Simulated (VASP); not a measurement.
# Sb (Fm-3m) in VASP: relaxation of cell and atoms with PBE

Aim: the relaxation of cell and atoms of Sb with PBE.

Program: VASP 6.6.1. These are calculated values, not measurements. Logs are shortened: lines on timing, memory, paths and dates and some standing lists are left out, and cuts for length are marked.

**1. The cell of the first run**

The structure is cubic, space group Fm-3m (No. 225). The conventional cell has a = 3.593 Å, b = 3.593 Å, c = 3.593 Å, α = 90.00°, β = 90.00°, γ = 90.00°. Within 3.4 Å of Sb (site symmetry m-3m) lie 12 Sb at 2.54 Å.

This isn't the form of Sb at room conditions, which is rhombohedral.

**2. Relaxation of cell and atoms, PBE, target pressure 370 GPa, at which the enthalpy is minimised**

INCAR

```
PREC = Accurate
ENCUT = 600
EDIFF = 1E-7
ISMEAR = -1
SIGMA = 0.1
LREAL = False
LASPH = True
NELM = 60
ALGO = Normal
ISIF = 3
LWAVE = False
LCHARG = False
GGA = PE
IBRION = 2
NSW = 60
EDIFFG = -0.005
PSTRESS = 3700.0
```

KPOINTS

```
Automatic mesh
0
Gamma
  18 18 18
```

POSCAR

```
Sb
1.0
    0.0000000000      1.7967259828      1.7967259828
    1.7967259828      0.0000000000      1.7967259828
    1.7967259828      1.7967259828      0.0000000000
Sb
1
Direct
    0.0000000000      0.0000000000      0.0000000000
```

Potentials or basis: VASP PAW PBE potentials, release 64 (Sb).

Command:

```bash
cat potpaw_PBE.64/Sb/POTCAR > POTCAR
mpirun -np 1 vasp_std > vasp.out
```

OUTCAR:

```text
PREC = Accurate
   ENCUT = 600
   EDIFF = 1E-7
   ISMEAR = -1
   LREAL = False
   LASPH = True
   NELM = 60
   ISIF = 3
   GGA = PE
   IBRION = 2
   NSW = 60
   EDIFFG = -0.005
   PSTRESS = 3700.0

 ion  position               nearest neighbor table
   1  0.000  0.000  0.000-

  LATTYP: Found a face centered cubic cell.
 ALAT       =     3.5934519656

  Lattice vectors:

 A1 = (   0.0000000000,   1.7967259828,   1.7967259828)
 A2 = (   1.7967259828,   0.0000000000,   1.7967259828)
 A3 = (   1.7967259828,   1.7967259828,   0.0000000000)

Analysis of symmetry for initial positions (statically):
=====================================================================
 Subroutine PRICEL returns:
 Original cell was already a primitive cell.

 Routine SETGRP: Setting up the symmetry group for a
 face centered cubic supercell.

 Subroutine GETGRP returns: Found 48 space group operations
 (whereof 48 operations were pure point group operations)
 out of a pool of 48 trial point group operations.

The static configuration has the point symmetry O_h .

Analysis of symmetry for dynamics (positions and initial velocities):
=====================================================================
 Subroutine PRICEL returns:
 Original cell was already a primitive cell.

 Routine SETGRP: Setting up the symmetry group for a
 face centered cubic supercell.

 Subroutine GETGRP returns: Found 48 space group operations
 (whereof 48 operations were pure point group operations)
 out of a pool of 48 trial point group operations.

The dynamic configuration has the point symmetry O_h .

 Subroutine INISYM returns: Found 48 space group operations
 (whereof 48 operations are pure point group operations),
 and found     1 'primitive' translations

----------------------------------------------------------------------------------------

                                     Primitive cell

  volume of cell :      11.6005

  direct lattice vectors                    reciprocal lattice vectors
     0.000000000  1.796725983  1.796725983    -0.278283948  0.278283948  0.278283948
     1.796725983  0.000000000  1.796725983     0.278283948 -0.278283948  0.278283948
     1.796725983  1.796725983  0.000000000     0.278283948  0.278283948 -0.278283948

  length of vectors
     2.540954253  2.540954253  2.540954253     0.482001937  0.482001937  0.482001937

  position of ions in fractional coordinates (direct lattice)
     0.000000000  0.000000000  0.000000000

  ion indices of the primitive-cell ions
   primitive index   ion index
                 1           1

----------------------------------------------------------------------------------------

 KPOINTS: Automatic mesh

Automatic generation of k-mesh.
 Grid dimensions read from file:
 generate k-points for:   18   18   18

 Generating k-lattice:

  Cartesian coordinates                     Fractional coordinates (reciprocal lattice)
    -0.015460219  0.015460219  0.015460219     0.055555556  0.000000000  0.000000000
     0.015460219 -0.015460219  0.015460219     0.000000000  0.055555556  0.000000000
     0.015460219  0.015460219 -0.015460219     0.000000000  0.000000000  0.055555556

  Length of vectors
     0.026777885  0.026777885  0.026777885

  Shift w.r.t. Gamma in fractional coordinates (k-lattice)
     0.000000000  0.000000000  0.000000000

 Subroutine IBZKPT returns following result:
 ===========================================

 Found    195 irreducible k-points:

 Following reciprocal coordinates:
            Coordinates               Weight
  0.000000  0.000000  0.000000      1.000000
  0.055556  0.000000  0.000000      8.000000
  0.111111  0.000000  0.000000      8.000000
  0.166667  0.000000  0.000000      8.000000
  0.222222  0.000000  0.000000      8.000000
  0.277778  0.000000  0.000000      8.000000
[... 16 lines left out ...]
 -0.277778  0.055556  0.000000     24.000000
 -0.222222  0.055556  0.000000     24.000000
 [... further k-points ...]
   k-points           NKPTS =    195   k-points in BZ     NKDIM =    195   number of bands    NBANDS=      6
   number of dos      NEDOS =    301   number of ions     NIONS =      1
   total plane-waves  NPLWV =   8000
   dimension x,y,z NGX =    20 NGY =   20 NGZ =   20
   dimension x,y,z NGXF=    40 NGYF=   40 NGZF=   40
   ions per type =               1
   NGX,Y,Z   is equivalent  to a cutoff of  13.09, 13.09, 13.09 a.u.
   NGXF,Y,Z  is equivalent  to a cutoff of  26.17, 26.17, 26.17 a.u.
 SYSTEM =  unknown system
   PREC   = accura    normal or accurate (medium, high low for compatibility)
   ISTART =      0    job   : 0-new  1-cont  2-samecut
   ICHARG =      2    charge: 1-file 2-atom 10-const
   ISPIN  =      1    spin polarized calculation?
   LNONCOLLINEAR =      F non collinear calculations
   LSORBIT =      F    spin-orbit coupling
   LASPH  =      T    aspherical Exc in radial PAW
   ENCUT  =  600.0 eV  44.10 Ry    6.64 a.u.   5.07  5.07  5.07*2*pi/ulx,y,z
   NELM   =     60;   NELMIN=  2; NELMDL= -5     # of ELM steps
   EDIFF  = 0.1E-06   stopping-criterion for ELM
   LREAL  =      F    real-space projection
   EDIFFG = -.5E-02   stopping-criterion for IOM
   NSW    =     60    number of steps for IOM
   IBRION =      2    ionic relax: 0-MD 1-quasi-New 2-CG
   NFREE  =      1    steps in history (QN), initial steepest desc. (CG)
   ISIF   =      3    stress and relaxation
   ISYM   =      2    0-nonsym 1-usesym 2-fastsym
   POTIM  = 0.5000    time-step for ionic-motion
   TEBEG  =    0.0;   TEEND  =   0.0 temperature during run
   PSTRESS= 3700.0 pullay stress
   NELECT =       5.0000    total number of electrons
   NUPDOWN=      -1.0000    fix difference up-down
   EMIN   =  10.00;   EMAX   =-10.00  energy-range for DOS
   EFERMI =   0.00;   METHOD = LEGACY
   ISMEAR =    -1;   SIGMA  =   0.10  broadening in eV -4-tet -1-fermi 0-gaus
   EFERMI_NEDOS =   21; number of points for ismear=-14 and -15
   IALGO  =     38    algorithm
   IMIX   =      4    mixing-type and parameters
     AMIX     =   0.40;   BMIX     =  1.00
     AMIX_MAG =   1.60;   BMIX_MAG =  1.00
  volume/ion in A,a.u.               =      11.60        78.28
  Fermi-wavevector in a.u.,A,eV,Ry     =   1.236630  2.336891 20.806748  1.529253
  Thomas-Fermi vector in A             =   2.371230
   LORBIT       =      0    0 simple, 1 ext, 2 COOP (PROOUT), +10 PAW based schemes
   GGA     = PE    functional components
   LHFCALC =     F    Hartree Fock is set to
   AEXX    =    0.0000 exact exchange contribution
   IVDW    =     0    specifies the selected vdW correction
   LEPSILON=     F    determine dielectric tensor
   LRPA    =     F    only Hartree local field effects (RPA)
 conjugate gradient relaxation of ions
 non-spin polarized calculation
  energy-cutoff  :      600.00
  volume of cell :       11.60
 maximum number of plane-waves:       397
   NGX = 11   NGY = 11   NGZ = 11

--------------------------------------- Ionic step        1  -------------------------------------------

 number of electron       5.0000000 magnetization

 Free energy of the ion-electron system (eV)
  ---------------------------------------------------
  ext. energy  EPLUGINS =         0.00000000
  ---------------------------------------------------
  free energy    TOTEN  =         4.52746712 eV

  energy without entropy =        4.54189430  energy(sigma->0) =        4.53468071

------------------------ aborting loop because EDIFF is reached ----------------------------------------

  FORCE on cell =-STRESS in cart. coord.  units (eV):
  Direction    XX          YY          ZZ          XY          YZ          ZX
  --------------------------------------------------------------------------------------
  -------------------------------------------------------------------------------------
  Total       27.7617011     27.7617011     27.7617011     -0.0000000      0.0000000     -0.0000000
  in kB     3834.2560839   3834.2560839   3834.2560839     -0.0000000      0.0000000     -0.0000000
  external PRESSURE =     134.2560839 kB  Pullay stress =    3700.0000000 kB

 VOLUME and BASIS-vectors are now :
 -----------------------------------------------------------------------------
  energy-cutoff  :      600.00
  volume of cell :       11.60
      direct lattice vectors                 reciprocal lattice vectors
     0.000000000  1.796725983  1.796725983    -0.278283948  0.278283948  0.278283948
     1.796725983  0.000000000  1.796725983     0.278283948 -0.278283948  0.278283948
     1.796725983  1.796725983  0.000000000     0.278283948  0.278283948 -0.278283948
[... 81 lines left out ...]
  FREE ENERGIE OF THE ION-ELECTRON SYSTEM (eV)
  ---------------------------------------------------
  free  energy   TOTEN  =         4.2303155681 eV

  energy  without entropy=        4.2448741006  energy(sigma->0) =        4.23759483

  enthalpy is  TOTEN    =        31.3122843653 eV   P V=       27.0819687971

--------------------------------------- Ionic step        4  -------------------------------------------

 number of electron       5.0000000 magnetization

 Free energy of the ion-electron system (eV)
  ---------------------------------------------------
  ext. energy  EPLUGINS =         0.00000000
  ---------------------------------------------------
  free energy    TOTEN  =         4.25133977 eV

  energy without entropy =        4.26588873  energy(sigma->0) =        4.25861425

 E-fermi :  24.8043     XC(G=0): -14.2764

 val. band max:       24.7518910695   @ k =  -0.3333   0.2222   0.0556
 cond. band min:      24.8094648001   @ k =   0.3333   0.2222   0.0000
 fundamental gap:      0.0575737306
 Fermi energy:        24.8042627992

 k-point     1 :       0.0000    0.0000    0.0000
  band No.  band energies     occupation
      1       1.5931      2.00000
      2      32.5506      0.00000
      3      36.5661      0.00000
      4      36.5661      0.00000
      5      36.5661      0.00000
      6      37.9454      0.00000

 k-point     2 :       0.0556    0.0000    0.0000
  band No.  band energies     occupation
      1       1.7149      2.00000
      2      32.3107      0.00000
      3      35.1647      0.00000
      4      36.2405      0.00000
      5      36.2405      0.00000
      6      38.3695      0.00000
[... 181 lines left out ...]
 k-point    23 :      -0.2778    0.0556    0.0000
  band No.  band energies     occupation
      1       5.2256      2.00000
      2      21.6502      2.00000
      3      31.3149      0.00000
      4      34.0618      0.00000
      5      35.6222      0.00000
      6      37.0653      0.00000

 k-point    24 :      -0.2222    0.0556    0.0000
  band No.  band energies     occupation
      1       4.0169      2.00000
      2      24.6017      1.76695
      3      31.6076      0.00000
      4      34.6558      0.00000
      5      36.1808      0.00000
      6      37.9069      0.00000

 [... further k-points ...]
[... 5 lines left out ...]
  --------------------------------------------------------------------------------------
  -------------------------------------------------------------------------------------
  Total       27.0603428     27.0603428     27.0603428      0.0000000     -0.0000000      0.0000000
  in kB     3699.9221826   3699.9221826   3699.9221826      0.0000000     -0.0000000      0.0000000
  external PRESSURE =      -0.0778174 kB  Pullay stress =    3700.0000000 kB

 VOLUME and BASIS-vectors are now :
 -----------------------------------------------------------------------------
  energy-cutoff  :      600.00
  volume of cell :       11.72
      direct lattice vectors                 reciprocal lattice vectors
    -0.000000000  1.802770447  1.802770447    -0.277350897  0.277350897  0.277350897
     1.802770447 -0.000000000  1.802770447     0.277350897 -0.277350897  0.277350897
     1.802770447  1.802770447 -0.000000000     0.277350897  0.277350897 -0.277350897

 POSITION                                       TOTAL-FORCE (eV/Angst)
 -----------------------------------------------------------------------------------
      0.00000      0.00000      0.00000        -0.000000      0.000000     -0.000000
 -----------------------------------------------------------------------------------
    total drift:                                0.000000      0.000000     -0.000000

  FREE ENERGIE OF THE ION-ELECTRON SYSTEM (eV)
  ---------------------------------------------------
  free  energy   TOTEN  =         4.2513397682 eV

  energy  without entropy=        4.2658887295  energy(sigma->0) =        4.25861425

  enthalpy is  TOTEN    =        31.3122516644 eV   P V=       27.0609118962

 reached required accuracy - stopping structural energy minimisation
```

Wall time 41 s (1 thread of Intel Xeon Platinum 8375C at 2.90GHz (Ice Lake), shared host); peak memory 0.14 GiB.

Results:

* Free energy: 4.2513 eV
* Relaxed volume: 11.72 Å³/atom
* Relaxed cell: a = 2.550 Å, b = 2.550 Å, c = 2.550 Å, α = 60.00°, β = 60.00°, γ = 60.00°
* Space group after relaxing (to 0.1 Å): Fm-3m (No. 225)
* Energy change on relaxing (the run minimises the enthalpy): -276.1 meV/atom
* Ionic steps: 4
* Pressure after relaxing: 370.0 GPa
* Band gap on the k mesh: zero (an odd number of electrons rules out a gap without spin polarisation)

Step by step:
| step | energy change (eV) | largest force (eV/Å) | pressure (GPa) | volume (Å³) |
| --- | --- | --- | --- | --- |
| 1 | 0.0000 | 0.0000 | 383.43 | 11.60 |
| 2 | -3.2083 | 0.0000 | 232.42 | 13.31 |
| 3 | -0.2972 | 0.0000 | 368.97 | 11.73 |
| 4 | -0.2761 | 0.0000 | 369.99 | 11.72 |

Final structure:
```yaml
crystal:
  lattice:
    - [0.00000, 1.80277, 1.80277]
    - [1.80277, 0.00000, 1.80277]
    - [1.80277, 1.80277, 0.00000]
  atoms:
    - { symbol: Sb, position: [0.00000, 0.00000, 0.00000] }
```

Caveat: the cell is relaxed towards a set pressure, so the run minimises the enthalpy, not the energy; spin-orbit coupling is left out, which moves the levels of the heavy elements.
